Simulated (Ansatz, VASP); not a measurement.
**One calculation of Br, two programs**

```
CELL_PARAMETERS angstrom
3.32809 -1.95172 0.00000
3.32809 1.95172 0.00000
0.00000 0.00000 8.47323
ATOMIC_POSITIONS crystal
Br 0.84067 0.15933 0.12092
Br 0.65933 0.34067 0.62092
Br 0.15933 0.84067 0.87908
Br 0.34067 0.65933 0.37908
```

Alike in both runs: task single point; functional LDA; k mesh 9 × 9 × 4; occupations fermi-dirac, width 1 eV; no spin polarisation.

```csv
,VASP,Ansatz
version,VASP 6.6.1,Ansatz 0.2.0
potentials or method,"VASP PAW LDA potentials, release 64 (Br), cutoff 520 eV","plane waves (420 eV) with PAW, scalar-relativistic"
valence electrons in the cell,28,28
```

```csv
,VASP,Ansatz,Ansatz less VASP
pressure (GPa),7.2,7.1,-0.08
"traceless stress, the component that is largest in VASP (GPa)",-7.87,-7.77,+0.094
```

Ansatz warns that its potentials were made for another functional, while VASP's fit it. LDA's correlation is that of Perdew and Zunger in VASP and of Perdew and Wang (1992) in Ansatz.
